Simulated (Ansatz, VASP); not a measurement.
**SnTe: VASP beside Ansatz**

```
CELL_PARAMETERS angstrom
3.19204 -4.47812 0.00000
3.19204 4.47812 0.00000
0.00000 0.00000 4.49289
ATOMIC_POSITIONS crystal
Sn 0.50000 0.50000 0.00000
Sn 0.00000 0.00000 0.00000
Te 0.75000 0.25000 0.50000
Te 0.25000 0.75000 0.50000
```

Change from the starting cell: ordered vacancies on the cation sites of cuprite (Cmme, No. 67).

Alike in both runs: task relaxation of cell and atoms; functional PBE; k mesh 10 × 10 × 10; occupations gaussian, width 0.1 eV; no spin polarisation.

|  | VASP | Ansatz |
| --- | --- | --- |
| version | VASP 6.6.1 | Ansatz 0.2.0 |
| potentials or method | VASP PAW PBE potentials, release 64 (Sn_d, Te), cutoff 600 eV | scalar-relativistic, plane waves, PAW |
| valence electrons in the cell | 40 | 60 |

```tsv
	VASP	Ansatz	Ansatz less VASP
gap on the k mesh at the Fermi level, each at its own relaxed structure (eV)	none	none	-
relaxed volume (Å³/atom)	32.06	32.06	+0.008
relaxed cell length with the largest relative difference (Å)	4.500	4.514	+0.0138
```

A gap of «none» marks a metal or a gap that the smearing closes. VASP's potentials hold 40 valence electrons a cell and Ansatz's 60, so a difference there can come from the potentials and not from the codes. Ansatz's warnings: structure snapped to symmetry.

Neither program's run includes spin-orbit coupling.
